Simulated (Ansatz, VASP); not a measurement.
Two plane-wave programs on O

Contents of INCAR:

```
PREC     = Accurate       # precision mode
ENCUT    = 520            # plane-wave cutoff, eV
EDIFF    = 1E-8           # SCF threshold, eV
ISMEAR   = -1             # smearing method
SIGMA    = 0.08           # smearing width, eV
LREAL    = F              # projectors in reciprocal space
LASPH    = T              # aspherical terms in the spheres
NELM     = 80             # most SCF steps
ALGO     = Normal         # electronic algorithm
ISIF     = 2              # what is computed and relaxed
LWAVE    = F              # write WAVECAR
LCHARG   = F              # write CHGCAR
LEFG     = T            
NBANDS   = 13             # bands
```

The input KPOINTS:

```
regular mesh
0
Gamma
  14 14 14
```

File POSCAR:

```
O
1.0
    0.0000000000      1.9024011595      3.9246578651
    1.5117188064      0.0000000000      3.9246578651
    1.5117188064      1.9024011595      0.0000000000
O
2
Direct
    0.4210980000      0.4210980000      0.5789020000
    0.5789020000      0.5789020000      0.4210980000
```

Input for Ansatz:

```yaml
crystal:
  lattice:
    - [0.0, 1.9024011595, 3.9246578651]
    - [1.5117188064, 0.0, 3.9246578651]
    - [1.5117188064, 1.9024011595, 0.0]
  atoms:
    - { symbol: O, position: [0.421098, 0.421098, 0.578902] }
    - { symbol: O, position: [0.578902, 0.578902, 0.421098] }
kpoints:
  mp_grid: { grid: [14, 14, 14] }
scf:
  occupations: { method: fermi_dirac, width: 0.08 }
hamiltonian:
  xc: lda
  pseudopotentials: { kind: paw }
output:
  forces: true
  stress: true
  eigenvalues: true
  efg: { contact_densities: true }
```

Change from the starting cell: volume scaled by 1.02, PAW files.

Alike in both runs: task electric field gradients; functional LDA; k mesh 14 × 14 × 14; occupations fermi-dirac, width 0.08 eV; no spin polarisation.

```csv
,VASP,Ansatz
version,VASP 6.6.1,Ansatz 0.2.0
potentials or method,"VASP PAW LDA potentials, release 64 (O)","PAW with Ansatz's default frozen-core files, scalar-relativistic"
plane-wave cutoff (eV),520,420
valence electrons in the cell,12,12
```

|  | VASP | Ansatz | Ansatz less VASP |
| --- | --- | --- | --- |
| pressure (GPa) | -10.0 | -13.5 | -3.48 |
| traceless stress, the component that is largest in VASP (GPa) | -4.15 | -11.71 | -7.556 |
| rms of the force components (eV/Å) | 0.824 | 1.579 | +0.7556 |
| size of Vzz on the site where it differs most (V/Å²) | 132.5 | 130.8 | -1.72 |

LDA's correlation is that of Perdew and Zunger in VASP and of Perdew and Wang (1992) in Ansatz. Atom by atom the forces differ by 0.756 eV/Å (rms over components).

Noted on VASP's run: the standard files for N, O and F lose accuracy on very short bonds; spin is off for a triplet molecule.
